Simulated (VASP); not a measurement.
Here is a VASP 6.6.1 calculation.

Contents of INCAR:

```
PREC = Accurate ; ENCUT = 600
EDIFF = 1E-6 ; ISMEAR = 0
SIGMA = 0.1 ; LREAL = False
LASPH = True ; NELM = 100
ALGO = Fast ; ISIF = 3
LWAVE = False ; LCHARG = False
GGA = PE ; IBRION = 2
NSW = 100 ; EDIFFG = -0.01
```

The input KPOINTS:

```
Automatic mesh
0
Gamma
  10 10 10
```

File POSCAR:

```
Ba3Os
1.0
    5.1337240216      0.0000000000      0.0000000000
    0.0000000000      5.1337240216      0.0000000000
    0.0000000000      0.0000000000      5.1337240216
Ba Os
3 1
Direct
    0.0000000000      0.5000000000      0.5000000000
    0.5000000000      0.0000000000      0.5000000000
    0.5000000000      0.5000000000      0.0000000000
    0.0000000000      0.0000000000      0.0000000000
```

Potentials or basis: VASP PAW PBE potentials, release 64 (Ba_sv, Os).

Run with:

```console
$ cat potpaw_PBE.64/Ba_sv/POTCAR potpaw_PBE.64/Os/POTCAR > POTCAR
$ mpirun -np 1 vasp_std > vasp.out
```

(1) Predict the relaxed volume.

(2) Predict the band gap on the k mesh.

(3) What does it give for the space group after relaxing (to 0.1 Å)?

Results:

(1) 35.21 Å³/atom.

(2) zero (bands 19 and 20 overlap by 0.98 eV).

(3) Pm-3m (No. 221).

Caveat: spin-orbit coupling is left out, which moves the levels of the heavy elements.
